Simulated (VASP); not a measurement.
# Mg2NCl (R-3m) in VASP: a series of runs

Mg2NCl is run at these levels: PBEsol; tasks: single point.

Program: VASP 6.6.1. These are calculated values, not measurements. Logs are shortened: lines on timing, memory, paths and dates and some standing lists are left out, and cuts for length are marked.

### 1 The cell of the first run

The structure is trigonal, space group R-3m (No. 166). The conventional cell has a = 3.293 Å, b = 3.293 Å, c = 17.814 Å, α = 90.00°, β = 90.00°, γ = 120.00°. Within 2.8 Å of Mg (site symmetry 3m) lie 3 N at 2.15 Å and 3 Cl at 2.74 Å and 3 Mg at 2.76 Å. N (site symmetry -3m) has 6 Mg at 2.15 Å within 2.8 Å. Within 3.6 Å of Cl (site symmetry -3m) lie 6 Mg at 2.74 Å and 6 Cl at 3.29 Å and 6 N at 3.53 Å.

### 2 Single point, PBEsol

The input, INCAR:

```
SYSTEM = Mg2NCl
PREC = Accurate
ENCUT = 520
EDIFF = 1E-7
ISMEAR = 0
SIGMA = 0.01
LREAL = .False.
LASPH = .True.
NELM = 60
ALGO = Normal
ISIF = 2
LWAVE = .False.
LCHARG = .False.
GGA = PS
NBANDS = 16
```

The input, KPOINTS:

```
regular mesh
0
Gamma
  6 6 6
  0 0 0
```

The input, POSCAR:

```
Mg2NCl
1.0
    1.6466125277      0.9506721861      5.9379615109
   -1.6466125277      0.9506721861      5.9379615109
    0.0000000000     -1.9013443722      5.9379615109
Mg N Cl
2 1 1
Direct
    0.2229104120      0.2229104120      0.2229104120
    0.7770895880      0.7770895880      0.7770895880
    0.5000000000      0.5000000000      0.5000000000
    0.0000000000      0.0000000000      0.0000000000
```

Potentials or basis: VASP PAW PBE potentials, release 64 (Mg, N, Cl).

On the command line:

```sh
$ cat potpaw_PBE.64/Mg/POTCAR potpaw_PBE.64/N/POTCAR potpaw_PBE.64/Cl/POTCAR > POTCAR
$ mpirun -np 1 vasp_std > vasp.out
```

OUTCAR:

```text
SYSTEM = Mg2NCl
   PREC = Accurate
   ENCUT = 520
   EDIFF = 1E-7
   ISMEAR = 0
   LREAL = .False.
   LASPH = .True.
   NELM = 60
   ISIF = 2
   GGA = PS

 ion  position               nearest neighbor table
   1  0.223  0.223  0.223-   3 2.15   3 2.15   3 2.15   4 2.74   4 2.74   4 2.74   2 2.76   2 2.76
                             2 2.76
   2  0.777  0.777  0.777-   3 2.15   3 2.15   3 2.15   4 2.74   4 2.74   4 2.74   1 2.76   1 2.76
                             1 2.76
   3  0.500  0.500  0.500-   1 2.15   2 2.15   1 2.15   1 2.15   2 2.15   2 2.15
   4  0.000  0.000  0.000-   2 2.74   1 2.74   2 2.74   2 2.74   1 2.74   1 2.74

  LATTYP: Found a trigonal (rhomboedric) cell.
 ALAT       =     6.2349416458
 COS(alpha) =     0.8605084051

  Lattice vectors:

 A1 = (   1.6466125277,   0.9506721861,   5.9379615109)
 A2 = (  -1.6466125277,   0.9506721861,   5.9379615109)
 A3 = (   0.0000000000,  -1.9013443722,   5.9379615109)

Analysis of symmetry for initial positions (statically):
=====================================================================
 Subroutine PRICEL returns:
 Original cell was already a primitive cell.

 Routine SETGRP: Setting up the symmetry group for a
 trigonal (rhombohedral) supercell.

 Subroutine GETGRP returns: Found 12 space group operations
 (whereof 12 operations were pure point group operations)
 out of a pool of 12 trial point group operations.

The static configuration has the point symmetry D_3d.

Analysis of symmetry for dynamics (positions and initial velocities):
=====================================================================
 Subroutine PRICEL returns:
 Original cell was already a primitive cell.

 Routine SETGRP: Setting up the symmetry group for a
 trigonal (rhombohedral) supercell.

 Subroutine GETGRP returns: Found 12 space group operations
 (whereof 12 operations were pure point group operations)
 out of a pool of 12 trial point group operations.

The dynamic configuration has the point symmetry D_3d.

 Subroutine INISYM returns: Found 12 space group operations
 (whereof 12 operations are pure point group operations),
 and found     1 'primitive' translations

----------------------------------------------------------------------------------------

                                     Primitive cell

  volume of cell :      55.7713

  direct lattice vectors                    reciprocal lattice vectors
     1.646612528  0.950672186  5.937961511     0.303653708  0.175314550  0.056135988
    -1.646612528  0.950672186  5.937961511    -0.303653708  0.175314550  0.056135988
     0.000000000 -1.901344372  5.937961511     0.000000000 -0.350629100  0.056135988

  length of vectors
     6.234941646  6.234941646  6.234941646     0.355094375  0.355094375  0.355094375

  position of ions in fractional coordinates (direct lattice)
     0.222910412  0.222910412  0.222910412
     0.777089588  0.777089588  0.777089588
     0.500000000  0.500000000  0.500000000
     0.000000000  0.000000000  0.000000000

  ion indices of the primitive-cell ions
   primitive index   ion index
                 1           1
                 2           2
                 3           3
                 4           4

----------------------------------------------------------------------------------------

 KPOINTS: regular mesh

Automatic generation of k-mesh.
 Grid dimensions read from file:
 generate k-points for:    6    6    6

 Generating k-lattice:

  Cartesian coordinates                     Fractional coordinates (reciprocal lattice)
     0.050608951  0.029219092  0.009355998     0.166666667 -0.000000000 -0.000000000
    -0.050608951  0.029219092  0.009355998    -0.000000000  0.166666667 -0.000000000
     0.000000000 -0.058438183  0.009355998    -0.000000000 -0.000000000  0.166666667

  Length of vectors
     0.059182396  0.059182396  0.059182396

  Shift w.r.t. Gamma in fractional coordinates (k-lattice)
     0.000000000  0.000000000  0.000000000

 Subroutine IBZKPT returns following result:
 ===========================================

 Found     32 irreducible k-points:

 Following reciprocal coordinates:
            Coordinates               Weight
  0.000000  0.000000  0.000000      1.000000
  0.166667  0.000000 -0.000000      6.000000
  0.333333  0.000000 -0.000000      6.000000
  0.500000  0.000000 -0.000000      3.000000
  0.166667  0.166667 -0.000000      6.000000
  0.333333  0.166667 -0.000000     12.000000
[... 16 lines left out ...]
  0.500000  0.500000  0.166667      6.000000
 -0.333333  0.500000  0.166667     12.000000
 [... further k-points ...]
   k-points           NKPTS =     32   k-points in BZ     NKDIM =     32   number of bands    NBANDS=     16
   number of dos      NEDOS =    301   number of ions     NIONS =      4
   total plane-waves  NPLWV = 110592
   dimension x,y,z NGX =    48 NGY =   48 NGZ =   48
   dimension x,y,z NGXF=    96 NGYF=   96 NGZF=   96
   ions per type =               2   1   1
   NGX,Y,Z   is equivalent  to a cutoff of  12.80, 12.80, 12.80 a.u.
   NGXF,Y,Z  is equivalent  to a cutoff of  25.60, 25.60, 25.60 a.u.
 SYSTEM =  Mg2NCl
   PREC   = accura    normal or accurate (medium, high low for compatibility)
   ISTART =      0    job   : 0-new  1-cont  2-samecut
   ICHARG =      2    charge: 1-file 2-atom 10-const
   ISPIN  =      1    spin polarized calculation?
   LNONCOLLINEAR =      F non collinear calculations
   LSORBIT =      F    spin-orbit coupling
   LASPH  =      T    aspherical Exc in radial PAW
   ENCUT  =  520.0 eV  38.22 Ry    6.18 a.u.  11.59 11.59 11.59*2*pi/ulx,y,z
   NELM   =     60;   NELMIN=  2; NELMDL= -5     # of ELM steps
   EDIFF  = 0.1E-06   stopping-criterion for ELM
   LREAL  =      F    real-space projection
   EDIFFG = 0.1E-05   stopping-criterion for IOM
   NSW    =      0    number of steps for IOM
   IBRION =     -1    ionic relax: 0-MD 1-quasi-New 2-CG
   NFREE  =      0    steps in history (QN), initial steepest desc. (CG)
   ISIF   =      2    stress and relaxation
   ISYM   =      2    0-nonsym 1-usesym 2-fastsym
   POTIM  = 0.5000    time-step for ionic-motion
   TEBEG  =    0.0;   TEEND  =   0.0 temperature during run
   PSTRESS=    0.0 pullay stress
   NELECT =      16.0000    total number of electrons
   NUPDOWN=      -1.0000    fix difference up-down
   EMIN   =  10.00;   EMAX   =-10.00  energy-range for DOS
   EFERMI =   0.00;   METHOD = LEGACY
   ISMEAR =     0;   SIGMA  =   0.01  broadening in eV -4-tet -1-fermi 0-gaus
   EFERMI_NEDOS =   21; number of points for ismear=-14 and -15
   IALGO  =     38    algorithm
   IMIX   =      4    mixing-type and parameters
     AMIX     =   0.40;   BMIX     =  1.00
     AMIX_MAG =   1.60;   BMIX_MAG =  1.00
  volume/ion in A,a.u.               =      13.94        94.09
  Fermi-wavevector in a.u.,A,eV,Ry     =   1.079720  2.040375 15.861613  1.165796
  Thomas-Fermi vector in A             =   2.215693
   LORBIT       =      0    0 simple, 1 ext, 2 COOP (PROOUT), +10 PAW based schemes
   GGA     = PS    functional components
   LHFCALC =     F    Hartree Fock is set to
   AEXX    =    0.0000 exact exchange contribution
   IVDW    =     0    specifies the selected vdW correction
   LEPSILON=     F    determine dielectric tensor
   LRPA    =     F    only Hartree local field effects (RPA)
 non-spin polarized calculation
 Gauss-broadening in eV      SIGMA  =   0.01
  energy-cutoff  :      520.00
  volume of cell :       55.77
 maximum number of plane-waves:      1520
 NGX is ok and might be reduce to    48
   NGX = 23   NGY = 23   NGZ = 23

 number of electron      15.9999999 magnetization

 Free energy of the ion-electron system (eV)
  ---------------------------------------------------
  ext. energy  EPLUGINS =         0.00000000
  ---------------------------------------------------
  free energy    TOTEN  =       -18.95107065 eV

  energy without entropy =      -18.95107065  energy(sigma->0) =      -18.95107065

 E-fermi :   4.2225     XC(G=0): -10.2225

 val. band max:        4.1643894309   @ k =   0.0000   0.0000   0.0000
 cond. band min:       6.5009231056   @ k =   0.0000   0.0000   0.0000
 fundamental gap:      2.3365336747
 Fermi energy:         4.2224920105

 k-point     1 :       0.0000    0.0000    0.0000
  band No.  band energies     occupation
      1     -12.4540      2.00000
      2      -8.5980      2.00000
      3      -2.2765      2.00000
      4       1.8066      2.00000
      5       1.8066      2.00000
      6       3.1624      2.00000
[... 8 lines left out ...]
     15      14.4329      0.00000
     16      14.4329      0.00000

 k-point     2 :       0.1667    0.0000   -0.0000
  band No.  band energies     occupation
      1     -12.2427      2.00000
      2      -8.3927      2.00000
      3      -1.9349      2.00000
      4       0.6001      2.00000
      5       1.5715      2.00000
      6       2.7788      2.00000
[... 8 lines left out ...]
     15      14.2480      0.00000
     16      14.7777      0.00000

 k-point     3 :       0.3333    0.0000   -0.0000
  band No.  band energies     occupation
      1     -11.7659      2.00000
      2      -7.9231      2.00000
      3      -1.2643      2.00000
      4      -1.0642      2.00000
      5       0.9799      2.00000
      6       1.1530      2.00000
[... 8 lines left out ...]
     15      14.0431      0.00000
     16      16.2336      0.00000

 k-point     4 :       0.5000    0.0000   -0.0000
  band No.  band energies     occupation
      1     -11.4914      2.00000
      2      -7.6487      2.00000
      3      -2.0358      2.00000
      4      -0.5166      2.00000
      5       0.1874      2.00000
      6       0.9642      2.00000
[... 8 lines left out ...]
     15      13.8157      0.00000
     16      16.4807      0.00000
[... 324 lines left out ...]
 k-point    22 :      -0.1667    0.3333    0.1667
  band No.  band energies     occupation
      1     -11.4994      2.00000
      2      -7.6402      2.00000
      3      -1.6986      2.00000
      4      -0.8199      2.00000
      5       0.1836      2.00000
      6       0.9007      2.00000
[... 8 lines left out ...]
     15      14.6088      0.00000
     16      15.8068      0.00000

 k-point    23 :       0.5000    0.5000    0.1667
  band No.  band energies     occupation
      1     -11.7560      2.00000
      2      -7.9544      2.00000
      3      -1.4007      2.00000
      4      -1.1021      2.00000
      5       1.1345      2.00000
      6       1.5725      2.00000
[... 8 lines left out ...]
     15      14.6432      0.00000
     16      16.3956      0.00000

 k-point    24 :      -0.3333    0.5000    0.1667
  band No.  band energies     occupation
      1     -11.4952      2.00000
      2      -7.6492      2.00000
      3      -1.7867      2.00000
      4      -0.9409      2.00000
      5       0.1973      2.00000
      6       1.3654      2.00000
[... 8 lines left out ...]
     15      14.9148      0.00000
     16      16.9621      0.00000

 [... further k-points ...]

------------------------ aborting loop because EDIFF is reached ----------------------------------------

  FORCE on cell =-STRESS in cart. coord.  units (eV):
  Direction    XX          YY          ZZ          XY          YZ          ZX
  --------------------------------------------------------------------------------------
  -------------------------------------------------------------------------------------
  Total       -0.2208580     -0.2208580     -0.1397914      0.0000000      0.0000000      0.0000000
  in kB       -6.3447272     -6.3447272     -4.0158742      0.0000000      0.0000000      0.0000000
  external PRESSURE =      -5.5684429 kB  Pullay stress =       0.0000000 kB

 VOLUME and BASIS-vectors are now :
 -----------------------------------------------------------------------------
  energy-cutoff  :      520.00
  volume of cell :       55.77
      direct lattice vectors                 reciprocal lattice vectors
     1.646612528  0.950672186  5.937961511     0.303653708  0.175314550  0.056135988
    -1.646612528  0.950672186  5.937961511    -0.303653708  0.175314550  0.056135988
     0.000000000 -1.901344372  5.937961511     0.000000000 -0.350629100  0.056135988

 POSITION                                       TOTAL-FORCE (eV/Angst)
 -----------------------------------------------------------------------------------
      0.00000      0.00000      3.97090         0.000000      0.000000      0.027936
      0.00000      0.00000     13.84298         0.000000     -0.000000     -0.027936
      0.00000      0.00000      8.90694         0.000000     -0.000000      0.000000
      0.00000      0.00000      0.00000         0.000000     -0.000000      0.000000
 -----------------------------------------------------------------------------------
    total drift:                                0.000000      0.000000     -0.000000

  FREE ENERGIE OF THE ION-ELECTRON SYSTEM (eV)
  ---------------------------------------------------
  free  energy   TOTEN  =       -18.9510706454 eV

  energy  without entropy=      -18.9510706454  energy(sigma->0) =      -18.95107065
```

Wall time 1.7 min (1 thread of AMD EPYC 7R43 (Zen 3), shared host); peak memory 0.28 GiB.

What came out:

| Property | Result |
| --- | --- |
| Free energy | -18.9511 eV |
| Pressure | -0.6 GPa |
| Largest force | 0.028 eV/Å |
| Band gap on the k mesh | 2.34 eV |

Forces on the atoms (eV/Å):
```
Mg   0.000  0.000  0.028
Mg   0.000  0.000 -0.028
N    0.000  0.000  0.000
Cl   0.000  0.000  0.000
```

Levels at points of the mesh, in eV from the valence-band top:
```csv
k point,band 6,band 7,band 8,band 9,band 10,band 11
"(0.00, 0.00, 0.00)",-1.00,0.00,0.00,2.34,5.30,8.58
"(0.50, 0.00, 0.00)",-3.20,-1.53,-0.80,4.33,5.85,6.22
"(0.50, 0.50, 0.00)",-3.03,-0.81,-0.73,3.17,3.95,5.28
"(0.50, 0.50, 0.50)",-2.35,-0.03,-0.03,4.69,4.88,7.09
```

Caveat: the PAW data sets were made with another functional, which shifts forces and pressure a little.

### 3 Single point, PBEsol

The input, INCAR:

```
SYSTEM = Mg2NCl
ALGO     = Normal         ! electronic algorithm
EDIFF    = 1E-7           ! SCF threshold, eV
ENCUT    = 520            ! plane-wave cutoff, eV
GGA      = PS             ! functional
ISIF     = 2              ! what is computed and relaxed
ISMEAR   = -1             ! smearing method
LASPH    = .True.         ! aspherical terms in the spheres
LCHARG   = .False.        ! write CHGCAR
LREAL    = .False.        ! projectors in reciprocal space
LWAVE    = .False.        ! write WAVECAR
NBANDS   = 16             ! bands
NELM     = 60             ! most SCF steps
PREC     = Accurate       ! precision mode
SIGMA    = 0.001          ! smearing width, eV
```

The input, KPOINTS:

```
k-points
0
Gamma
  6 6 6
  0 0 0
```

POSCAR is that of step 2.

Potentials or basis: VASP PAW PBE potentials, release 64 (Mg, N, Cl).

On the command line:

```sh
$ cat potpaw_PBE.64/Mg/POTCAR potpaw_PBE.64/N/POTCAR potpaw_PBE.64/Cl/POTCAR > POTCAR
$ mpirun -np 1 vasp_std > vasp.out
```

Wall time 100 s (1 thread of AMD EPYC 7R43 (Zen 3), shared host); peak memory 0.28 GiB.

It converged, with:

- Free energy: -18.9511 eV
- Pressure: -0.6 GPa
- Largest force: 0.028 eV/Å
- Band gap on the k mesh: 2.34 eV

Forces on the atoms (eV/Å):
```
Mg   0.000  0.000  0.028
Mg   0.000  0.000 -0.028
N    0.000  0.000  0.000
Cl   0.000  0.000  0.000
```

Stress tensor (GPa, compression positive):
```
-0.63  0.00  0.00
 0.00 -0.63  0.00
 0.00  0.00 -0.40
```

Levels at points of the mesh, in eV from the valence-band top:
| k point | band 4 | band 5 | band 6 | band 7 | band 8 | band 9 | band 10 | band 11 | band 12 | band 13 |
| --- | --- | --- | --- | --- | --- | --- | --- | --- | --- | --- |
| (0.00, 0.00, 0.00) | -2.36 | -2.36 | -1.00 | 0.00 | 0.00 | 2.34 | 5.30 | 8.58 | 8.90 | 9.45 |
| (0.50, 0.00, 0.00) | -4.68 | -3.98 | -3.20 | -1.53 | -0.80 | 4.33 | 5.85 | 6.22 | 7.32 | 7.41 |
| (0.50, 0.50, 0.00) | -5.29 | -3.22 | -3.03 | -0.81 | -0.73 | 3.17 | 3.95 | 5.28 | 8.87 | 9.21 |
| (0.50, 0.50, 0.50) | -2.73 | -2.35 | -2.35 | -0.03 | -0.03 | 4.69 | 4.88 | 7.09 | 8.32 | 9.64 |

Caveat: the PAW data sets were made with another functional, which shifts forces and pressure a little.
